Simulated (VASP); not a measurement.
# CuI (Cmcm) in VASP: a series of runs, part 2 of 2

VASP 6.6.1. The steps go on from the part before.

### Step 4. Relaxation of cell and atoms, PBEsol

Contents of INCAR:

```
PREC = Accurate
ENCUT = 600
EDIFF = 1E-7
ISMEAR = 0
SIGMA = 0.01
LREAL = False
LASPH = True
NELM = 120
ALGO = Normal
ISIF = 3
LWAVE = False
LCHARG = False
GGA = PS
IBRION = 2
NSW = 80
EDIFFG = -0.01
GGA_COMPAT = False
NELMIN = 4
```

Contents of KPOINTS:

```
regular mesh
0
Gamma
  4 4 4
```

Contents of POSCAR:

```
CuI
1.0
    3.7331675000     -3.7110865000      0.0000000000
    3.7331675000      3.7110865000      0.0000000000
    0.0000000000      0.0000000000      4.3069980000
Cu I
2 2
Direct
    0.4204390000      0.5795610000      0.7500000000
    0.5795610000      0.4204390000      0.2500000000
    0.7700430000      0.2299570000      0.7500000000
    0.2299570000      0.7700430000      0.2500000000
```

Potentials or basis: VASP PAW PBE potentials, release 64 (Cu, I).

Launch:

```console
$ cat potpaw_PBE.64/Cu/POTCAR potpaw_PBE.64/I/POTCAR > POTCAR
$ mpirun -np 1 vasp_std > vasp.out
```

OUTCAR:

```text
PREC = Accurate
   ENCUT = 600
   EDIFF = 1E-7
   ISMEAR = 0
   LREAL = False
   LASPH = True
   NELM = 120
   ISIF = 3
   GGA = PS
   IBRION = 2
   NSW = 80
   EDIFFG = -0.01
   NELMIN = 4

 ion  position               nearest neighbor table
   1  0.420  0.580  0.750-   2 2.46   2 2.46   4 2.58   4 2.58   3 2.59
   2  0.580  0.420  0.250-   1 2.46   1 2.46   3 2.58   3 2.58   4 2.59
   3  0.770  0.230  0.750-   2 2.58   2 2.58   1 2.59
   4  0.230  0.770  0.250-   1 2.58   1 2.58   2 2.59

  LATTYP: Found a base centered orthorhombic cell.
 ALAT       =     7.4221730000
 B/A-ratio  =     1.0059500095
 C/A-ratio  =     0.5802880100

  Lattice vectors:

[... 288 lines left out ...]
  ---------------------------------------------------
  free  energy   TOTEN  =       -12.3295955405 eV

  energy  without entropy=      -12.3295955405  energy(sigma->0) =      -12.32959554

[... ionic steps 4 to 15 ...]

--------------------------------------- Ionic step       16  -------------------------------------------

 number of electron      35.9999982 magnetization

------------------------ aborting loop because EDIFF is reached ----------------------------------------
[... 71 lines left out ...]
--------------------------------------- Ionic step       18  -------------------------------------------

 number of electron      35.9999982 magnetization

 Free energy of the ion-electron system (eV)
  ---------------------------------------------------
  ext. energy  EPLUGINS =         0.00000000
  ---------------------------------------------------
  free energy    TOTEN  =       -12.34679799 eV

  energy without entropy =      -12.34679799  energy(sigma->0) =      -12.34679799

 E-fermi :   4.8813     XC(G=0):  -9.3717

 val. band max:        4.8183945470   @ k =   0.0000   0.0000   0.0000
 cond. band min:       5.6949140225   @ k =   0.0000   0.0000   0.0000
 fundamental gap:      0.8765194755
 Fermi energy:         4.8813063841

 k-point     1 :       0.0000    0.0000    0.0000
  band No.  band energies     occupation
      1      -9.4075      2.00000
      2      -8.3686      2.00000
      3      -0.9360      2.00000
      4       0.4909      2.00000
      5       0.4961      2.00000
      6       0.5900      2.00000
[... 545 lines left out ...]
  FREE ENERGIE OF THE ION-ELECTRON SYSTEM (eV)
  ---------------------------------------------------
  free  energy   TOTEN  =       -12.3467979897 eV

  energy  without entropy=      -12.3467979897  energy(sigma->0) =      -12.34679799

 reached required accuracy - stopping structural energy minimisation
```

CONTCAR:

```text
CuI
   1.00000000000000
     3.4896611957511379   -3.5595693291555777    0.0000000000000000
     3.4896611957511379    3.5595693291555777   -0.0000000000000000
     0.0000000000000000    0.0000000000000000    4.3036029913859011
  Cu              I
     2     2
Direct
     0.4158680416745912    0.5841319583254090    0.7500000000000000
     0.5841319583254090    0.4158680416745912    0.2500000000000000
     0.7790547925825548    0.2209452074174452    0.7500000000000000
     0.2209452074174452    0.7790547925825548    0.2500000000000000

  0.00000000E+00  0.00000000E+00  0.00000000E+00
  0.00000000E+00  0.00000000E+00  0.00000000E+00
  0.00000000E+00  0.00000000E+00  0.00000000E+00
  0.00000000E+00  0.00000000E+00  0.00000000E+00
```

It took 10 min on 1 thread of Intel Xeon 6975P-C (Granite Rapids), shared host; peak memory 0.29 GiB.

What came out:

```yaml
Free_energy: -12.3468 eV
Relaxed_volume: 26.73 Å³/atom
Relaxed_cell: a = 4.985 Å, b = 4.985 Å, c = 4.304 Å, α = 90.00°, β = 90.00°, γ = 91.14°
Space_group_after_relaxing_to_0.1_Å: Cmcm (No. 63)
Energy_gained_by_relaxing: 6.7 meV/atom
Ionic_steps: 18
Pressure_after_relaxing: 0.0 GPa
Largest_force_after_relaxing: 0.009 eV/Å
Band_gap_on_the_k_mesh: 0.88 eV
```

Forces on the atoms (eV/Å):
```
Cu   0.000  0.002  0.000
Cu   0.000 -0.002  0.000
I    0.000 -0.009  0.000
I    0.000  0.009  0.000
```

The path:
| step | energy change (eV) | largest force (eV/Å) | pressure (GPa) | volume (Å³) |
| --- | --- | --- | --- | --- |
| 1 | 0.0000 | 0.1476 | -1.13 | 119.34 |
| 2 | -0.0048 | 0.2522 | 0.67 | 115.74 |
| 3 | -0.0097 | 0.0793 | -0.10 | 117.21 |
| 4 | -0.0112 | 0.0661 | -0.11 | 116.73 |
| 5 | -0.0142 | 0.0297 | -0.09 | 115.28 |
| 6 | -0.0128 | 0.1003 | 0.00 | 112.42 |
| 7 | -0.0149 | 0.0356 | -0.08 | 114.26 |
| 8 | -0.0160 | 0.0398 | -0.08 | 113.85 |
| 9 | -0.0189 | 0.0520 | -0.06 | 112.65 |
| 10 | -0.0230 | 0.0737 | -0.01 | 110.25 |
| 11 | -0.0232 | 0.1101 | 0.21 | 105.48 |
| 12 | -0.0245 | 0.0922 | 0.08 | 107.74 |
| 13 | -0.0257 | 0.0667 | -0.18 | 107.74 |
| 14 | -0.0258 | 0.0577 | -0.24 | 107.74 |
| 15 | -0.0266 | 0.0245 | -0.11 | 107.31 |
| 16 | -0.0268 | 0.0152 | -0.02 | 107.01 |
| 17 | -0.0268 | 0.0171 | -0.01 | 106.97 |
| 18 | -0.0269 | 0.0090 | -0.01 | 106.92 |

Final structure:
```
Cu I
1.0
     3.48966   -3.55957    0.00000
     3.48966    3.55957    0.00000
     0.00000    0.00000    4.30360
Cu I
2 2
Direct
  0.41587 0.58413 0.75000
  0.58413 0.41587 0.25000
  0.77905 0.22095 0.75000
  0.22095 0.77905 0.25000
```

Caveat: the PAW data sets were made with another functional, which shifts forces and pressure a little; spin-orbit coupling is left out, which moves the levels of the heavy elements.

### Step 5. The runs side by side

| level | gap on the mesh (eV) | pressure (GPa) | relaxed volume (Å³/atom) | largest force (eV/Å) |
| --- | --- | --- | --- | --- |
| PBEsol+D3(BJ) | 0.67 | 0.0 | 22.44 | 0.01 |
| BLYP+D3(BJ) | 0.87 | 0.0 | 24.59 | 0.01 |
| PBEsol | 0.88 | 0.0 | 26.73 | 0.01 |

Alike in all rows: task relaxation of cell and atoms; potentials or basis VASP PAW PBE potentials, release 64 (Cu, I); no spin polarisation; cell relaxed; k mesh 4 × 4 × 4; cutoff (eV) 600; smearing gaussian 0.01 eV.

Caveats: the PAW data sets were made with another functional, which shifts forces and pressure a little; spin-orbit coupling is left out, which moves the levels of the heavy elements; the volume moved by over 15 % at a fixed basis, so the end points are rough (at least some runs); semilocal functionals underestimate gaps, and a narrow one can read as zero (at least some runs).

Absolute energies hang on the potentials; compare differences alone.
